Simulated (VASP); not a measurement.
# TiC (Fm-3m) in VASP: notebook

The runs below take TiC through single point, with LDA.

All numbers are computed with VASP 6.6.1; they aren't measurements. Logs are shortened: lines on timing, memory, paths and dates and some standing lists are left out, and cuts for length are marked.

## (1) The cell of the first run

Symmetry: Fm-3m, No. 225, cubic system. Conventional cell: a = 4.388 Å, b = 4.388 Å, c = 4.388 Å, α = 90.00°, β = 90.00°, γ = 90.00°. Ti (site symmetry m-3m) has 6 C at 2.19 Å within 2.9 Å. C (site symmetry m-3m) has 6 Ti at 2.19 Å within 2.9 Å.

## (2) Single point, LDA

INCAR reads:

```
SYSTEM = TiC
ALGO = Normal ; EDIFF = 1E-6
ENCUT = 520 ; ISIF = 2
ISMEAR = -1 ; LASPH = .True.
LCHARG = .False. ; LREAL = .False.
LWAVE = .False. ; NBANDS = 15
NELM = 100 ; PREC = Accurate
SIGMA = 0.05
```

KPOINTS reads:

```
k-points
0
Gamma
  11 11 11
  0 0 0
```

POSCAR reads:

```
TiC
1.0
    3.1030934367      0.0000000000      0.0000000000
    1.5515467184      2.6873577465      0.0000000000
    1.5515467184      0.8957859155      2.5336651814
Ti C
1 1
Direct
    0.0000000000      0.0000000000      0.0000000000
    0.5000000000      0.5000000000      0.5000000000
```

Potentials or basis: VASP PAW LDA potentials, release 64 (Ti_sv, C).

Launch:

```sh
$ cat potpaw_LDA.64/Ti_sv/POTCAR potpaw_LDA.64/C/POTCAR > POTCAR
$ mpirun -np 1 vasp_std > vasp.out
```

OUTCAR:

```text
SYSTEM = TiC
   EDIFF = 1E-6
   ENCUT = 520
   ISIF = 2
   ISMEAR = -1
   LASPH = .True.
   LREAL = .False.
   NELM = 100
   PREC = Accurate

 ion  position               nearest neighbor table
   1  0.000  0.000  0.000-   2 2.19   2 2.19   2 2.19   2 2.19   2 2.19   2 2.19
   2  0.500  0.500  0.500-   1 2.19   1 2.19   1 2.19   1 2.19   1 2.19   1 2.19

  LATTYP: Found a face centered cubic cell.
 ALAT       =     4.3884368235

  Lattice vectors:

 A1 = (   3.1030934367,   0.0000000000,   0.0000000000)
 A2 = (   1.5515467184,   2.6873577465,   0.0000000000)
 A3 = (   1.5515467184,   0.8957859155,   2.5336651814)

Analysis of symmetry for initial positions (statically):
=====================================================================
 Subroutine PRICEL returns:
 Original cell was already a primitive cell.

 Routine SETGRP: Setting up the symmetry group for a
 face centered cubic supercell.

 Subroutine GETGRP returns: Found 48 space group operations
[... 9 lines left out ...]

 Routine SETGRP: Setting up the symmetry group for a
 face centered cubic supercell.

 Subroutine GETGRP returns: Found 48 space group operations
[... 11 lines left out ...]
                                     Primitive cell

  volume of cell :      21.1285

  direct lattice vectors                    reciprocal lattice vectors
     3.103093437  0.000000000  0.000000000     0.322259068 -0.186056360 -0.131561714
     1.551546718  2.687357747  0.000000000     0.000000000  0.372112720 -0.131561714
     1.551546718  0.895785915  2.533665181     0.000000000  0.000000000  0.394685141

  length of vectors
     3.103093437  3.103093437  3.103093437     0.394685141  0.394685141  0.394685141

  position of ions in fractional coordinates (direct lattice)
[... 8 lines left out ...]
----------------------------------------------------------------------------------------

 KPOINTS: k-points

Automatic generation of k-mesh.
 Grid dimensions read from file:
 generate k-points for:   11   11   11

 Generating k-lattice:

  Cartesian coordinates                     Fractional coordinates (reciprocal lattice)
     0.029296279 -0.016914215 -0.011960156     0.090909091 -0.000000000 -0.000000000
     0.000000000  0.033828429 -0.011960156     0.000000000  0.090909091 -0.000000000
     0.000000000  0.000000000  0.035880467     0.000000000  0.000000000  0.090909091

  Length of vectors
     0.035880467  0.035880467  0.035880467

  Shift w.r.t. Gamma in fractional coordinates (k-lattice)
     0.000000000  0.000000000  0.000000000

 Subroutine IBZKPT returns following result:
 ===========================================

 Found     56 irreducible k-points:

 Following reciprocal coordinates:
            Coordinates               Weight
  0.000000  0.000000  0.000000      1.000000
  0.090909  0.000000 -0.000000      8.000000
  0.181818 -0.000000 -0.000000      8.000000
  0.272727  0.000000 -0.000000      8.000000
  0.363636  0.000000 -0.000000      8.000000
  0.454545 -0.000000 -0.000000      8.000000
[... 16 lines left out ...]
 -0.272727  0.181818  0.000000     24.000000
 -0.181818  0.181818  0.000000     12.000000
 [... further k-points ...]
   k-points           NKPTS =     56   k-points in BZ     NKDIM =     56   number of bands    NBANDS=     15
   number of dos      NEDOS =    301   number of ions     NIONS =      2
   total plane-waves  NPLWV =  13824
   dimension x,y,z NGX =    24 NGY =   24 NGZ =   24
   dimension x,y,z NGXF=    48 NGYF=   48 NGZF=   48
   ions per type =               1   1
   NGX,Y,Z   is equivalent  to a cutoff of  12.86, 12.86, 12.86 a.u.
   NGXF,Y,Z  is equivalent  to a cutoff of  25.72, 25.72, 25.72 a.u.
 SYSTEM =  TiC
   PREC   = accura    normal or accurate (medium, high low for compatibility)
   ISTART =      0    job   : 0-new  1-cont  2-samecut
   ICHARG =      2    charge: 1-file 2-atom 10-const
   ISPIN  =      1    spin polarized calculation?
   LNONCOLLINEAR =      F non collinear calculations
   LSORBIT =      F    spin-orbit coupling
   LASPH  =      T    aspherical Exc in radial PAW
   ENCUT  =  520.0 eV  38.22 Ry    6.18 a.u.   5.77  5.77  5.77*2*pi/ulx,y,z
   NELM   =    100;   NELMIN=  2; NELMDL= -5     # of ELM steps
   EDIFF  = 0.1E-05   stopping-criterion for ELM
   LREAL  =      F    real-space projection
   EDIFFG = 0.1E-04   stopping-criterion for IOM
   NSW    =      0    number of steps for IOM
   IBRION =     -1    ionic relax: 0-MD 1-quasi-New 2-CG
   NFREE  =      0    steps in history (QN), initial steepest desc. (CG)
   ISIF   =      2    stress and relaxation
   ISYM   =      2    0-nonsym 1-usesym 2-fastsym
   POTIM  = 0.5000    time-step for ionic-motion
   TEBEG  =    0.0;   TEEND  =   0.0 temperature during run
   PSTRESS=    0.0 pullay stress
   NELECT =      16.0000    total number of electrons
   NUPDOWN=      -1.0000    fix difference up-down
   EMIN   =  10.00;   EMAX   =-10.00  energy-range for DOS
   EFERMI =   0.00;   METHOD = LEGACY
   ISMEAR =    -1;   SIGMA  =   0.05  broadening in eV -4-tet -1-fermi 0-gaus
   EFERMI_NEDOS =   21; number of points for ismear=-14 and -15
   IALGO  =     38    algorithm
   IMIX   =      4    mixing-type and parameters
     AMIX     =   0.40;   BMIX     =  1.00
     AMIX_MAG =   1.60;   BMIX_MAG =  1.00
  volume/ion in A,a.u.               =      10.56        71.29
  Fermi-wavevector in a.u.,A,eV,Ry     =   1.492193  2.819836 30.295272  2.226640
  Thomas-Fermi vector in A             =   2.604752
   LORBIT       =      0    0 simple, 1 ext, 2 COOP (PROOUT), +10 PAW based schemes
   GGA     = CA    functional components
   LHFCALC =     F    Hartree Fock is set to
   AEXX    =    0.0000 exact exchange contribution
   IVDW    =     0    specifies the selected vdW correction
   LEPSILON=     F    determine dielectric tensor
   LRPA    =     F    only Hartree local field effects (RPA)
 non-spin polarized calculation
  energy-cutoff  :      520.00
  volume of cell :       21.13
 maximum number of plane-waves:       578
   NGX = 11   NGY = 11   NGZ = 11

 number of electron      15.9999996 magnetization

 Free energy of the ion-electron system (eV)
  ---------------------------------------------------
  ext. energy  EPLUGINS =         0.00000000
  ---------------------------------------------------
  free energy    TOTEN  =       -20.42283100 eV

  energy without entropy =      -20.42033702  energy(sigma->0) =      -20.42158401

 E-fermi :   8.8165     XC(G=0): -12.7763

 val. band max:        8.7001342530   @ k =   0.4545   0.4545  -0.0000
 cond. band min:       8.9047813216   @ k =   0.3636   0.2727  -0.0000
 fundamental gap:      0.2046470686
 Fermi energy:         8.8165223353

 k-point     1 :       0.0000    0.0000    0.0000
  band No.  band energies     occupation
      1     -47.2150      2.00000
      2     -23.6412      2.00000
      3     -23.6412      2.00000
      4     -23.6412      2.00000
      5      -3.2563      2.00000
      6       9.3869      0.00002
      7       9.3869      0.00002
      8       9.3869      0.00002
      9      10.4019      0.00000
     10      10.4019      0.00000
     11      10.4127      0.00000
     12      10.4127      0.00000
     13      10.4127      0.00000
     14      18.8037      0.00000
     15      22.6673      0.00000

 k-point     2 :       0.0909    0.0000   -0.0000
  band No.  band energies     occupation
      1     -47.2098      2.00000
      2     -23.6778      2.00000
      3     -23.6448      2.00000
      4     -23.6448      2.00000
      5      -3.0777      2.00000
      6       8.6346      1.94878
      7       8.9154      0.24303
      8       8.9154      0.24303
      9       9.7137      0.00000
     10       9.7137      0.00000
     11      10.7573      0.00000
     12      11.8276      0.00000
     13      11.8276      0.00000
     14      19.1166      0.00000
     15      22.6916      0.00000

 k-point     3 :       0.1818   -0.0000   -0.0000
  band No.  band energies     occupation
      1     -47.1960      2.00000
      2     -23.7746      2.00000
      3     -23.6542      2.00000
      4     -23.6542      2.00000
      5      -2.5644      2.00000
      6       7.2609      2.00000
      7       7.8371      2.00000
      8       7.8371      2.00000
      9      10.0292      0.00000
     10      10.0292      0.00000
     11      11.1547      0.00000
     12      13.3057      0.00000
     13      13.3057      0.00000
     14      19.6501      0.00000
     15      22.5679      0.00000

 k-point     4 :       0.2727    0.0000   -0.0000
  band No.  band energies     occupation
      1     -47.1779      2.00000
      2     -23.8992      2.00000
      3     -23.6666      2.00000
      4     -23.6666      2.00000
      5      -1.7826      2.00000
      6       5.7558      2.00000
      7       6.9562      2.00000
      8       6.9562      2.00000
      9      10.5465      0.00000
     10      10.5465      0.00000
     11      11.5608      0.00000
     12      14.6888      0.00000
     13      14.6888      0.00000
     14      19.2529      0.00000
     15      22.9427      0.00000

 k-point     5 :       0.3636    0.0000   -0.0000
  band No.  band energies     occupation
      1     -47.1612      2.00000
      2     -24.0116      2.00000
      3     -23.6778      2.00000
      4     -23.6778      2.00000
      5      -0.8509      2.00000
      6       4.3393      2.00000
      7       6.3482      2.00000
      8       6.3482      2.00000
      9      11.0850      0.00000
     10      11.0850      0.00000
     11      12.0658      0.00000
     12      15.8127      0.00000
     13      15.8127      0.00000
     14      17.9989      0.00000
     15      23.9897      0.00000

 k-point     6 :       0.4545   -0.0000   -0.0000
  band No.  band energies     occupation
      1     -47.1512      2.00000
      2     -24.0774      2.00000
      3     -23.6845      2.00000
      4     -23.6845      2.00000
      5      -0.0457      2.00000
      6       3.2980      2.00000
      7       6.0387      2.00000
      8       6.0387      2.00000
      9      11.4403      0.00000
     10      11.4403      0.00000
     11      12.5333      0.00000
     12      16.4761      0.00000
     13      16.4761      0.00000
     14      16.9802      0.00000
     15      23.3632      0.00000

 k-point     7 :       0.0909    0.0909   -0.0000
  band No.  band energies     occupation
      1     -47.2081      2.00000
      2     -23.6751      2.00000
      3     -23.6533      2.00000
      4     -23.6533      2.00000
      5      -3.0220      2.00000
      6       8.2753      1.99996
      7       8.9467      0.13783
      8       8.9467      0.13783
      9       9.1724      0.00162
     10      10.4715      0.00000
     11      11.0396      0.00000
[... 226 lines left out ...]
      4     -23.7198      2.00000
      5      -0.5644      2.00000
      6       4.3085      2.00000
      7       6.0678      2.00000
      8       6.7547      2.00000
      9      10.3550      0.00000
     10      11.6232      0.00000
     11      12.3843      0.00000
     12      14.5514      0.00000
     13      15.5647      0.00000
     14      19.5417      0.00000
     15      22.9777      0.00000

 k-point    21 :      -0.4545    0.1818    0.0000
  band No.  band energies     occupation
      1     -47.1419      2.00000
      2     -24.0373      2.00000
      3     -23.7717      2.00000
      4     -23.7119      2.00000
      5      -0.1326      2.00000
      6       3.8424      2.00000
      7       5.8943      2.00000
      8       6.3673      2.00000
      9      11.0332      0.00000
     10      11.5336      0.00000
     11      12.3931      0.00000
     12      15.2268      0.00000
     13      15.5479      0.00000
     14      18.9045      0.00000
     15      22.6672      0.00000

 k-point    22 :      -0.3636    0.1818    0.0000
  band No.  band energies     occupation
      1     -47.1452      2.00000
      2     -24.0167      2.00000
      3     -23.7828      2.00000
      4     -23.6956      2.00000
      5      -0.2703      2.00000
      6       3.9847      2.00000
      7       6.0247      2.00000
      8       6.2322      2.00000
      9      11.1444      0.00000
     10      11.4859      0.00000
     11      12.3580      0.00000
     12      14.5383      0.00000
     13      16.2538      0.00000
     14      18.8802      0.00000
     15      22.4306      0.00000

 k-point    23 :      -0.2727    0.1818    0.0000
  band No.  band energies     occupation
      1     -47.1564      2.00000
      2     -23.9574      2.00000
      3     -23.7729      2.00000
      4     -23.6762      2.00000
      5      -0.8784      2.00000
      6       4.6993      2.00000
      7       6.3526      2.00000
      8       6.3771      2.00000
      9      10.6377      0.00000
     10      11.5512      0.00000
     11      12.3323      0.00000
     12      13.6483      0.00000
     13      16.3382      0.00000
     14      19.5324      0.00000
     15      22.0459      0.00000

 k-point    24 :      -0.1818    0.1818    0.0000
  band No.  band energies     occupation
      1     -47.1718      2.00000
      2     -23.8847      2.00000
      3     -23.7378      2.00000
      4     -23.6597      2.00000
      5      -1.5986      2.00000
      6       5.6475      2.00000
      7       6.7059      2.00000
      8       6.9031      2.00000
      9      10.1955      0.00000
     10      11.2590      0.00000
     11      12.1725      0.00000
     12      12.9126      0.00000
     13      15.7128      0.00000
     14      20.1522      0.00000
     15      21.9654      0.00000

 [... further k-points ...]
[... 5 lines left out ...]
  --------------------------------------------------------------------------------------
  -------------------------------------------------------------------------------------
  Total       -2.6895455     -2.6895455     -2.6895455     -0.0000000      0.0000000     -0.0000000
  in kB     -203.9482157   -203.9482157   -203.9482157     -0.0000000      0.0000000     -0.0000000
  external PRESSURE =    -203.9482157 kB  Pullay stress =       0.0000000 kB

 VOLUME and BASIS-vectors are now :
 -----------------------------------------------------------------------------
  energy-cutoff  :      520.00
  volume of cell :       21.13
      direct lattice vectors                 reciprocal lattice vectors
     3.103093437  0.000000000  0.000000000     0.322259068 -0.186056360 -0.131561714
     1.551546718  2.687357747  0.000000000     0.000000000  0.372112720 -0.131561714
     1.551546718  0.895785915  2.533665181     0.000000000  0.000000000  0.394685141

 POSITION                                       TOTAL-FORCE (eV/Angst)
 -----------------------------------------------------------------------------------
      0.00000      0.00000      0.00000         0.000000     -0.000000      0.000000
      3.10309      1.79157      1.26683        -0.000000      0.000000      0.000000
 -----------------------------------------------------------------------------------
    total drift:                               -0.000000      0.000000      0.000000

  FREE ENERGIE OF THE ION-ELECTRON SYSTEM (eV)
  ---------------------------------------------------
  free  energy   TOTEN  =       -20.4228309993 eV

  energy  without entropy=      -20.4203370152  energy(sigma->0) =      -20.42158401
```

Wall time 25 s (1 thread of Intel Xeon Platinum 8375C at 2.90GHz (Ice Lake), shared host); peak memory 0.14 GiB.

What came out:

```
Free energy            : -20.4228 eV
Pressure               : -20.4 GPa
Band gap on the k mesh : zero (band 8 reaches 9.39 eV, above the bottom of band 9 at 8.37 eV)
```

(Continued in part 2 of 2.)
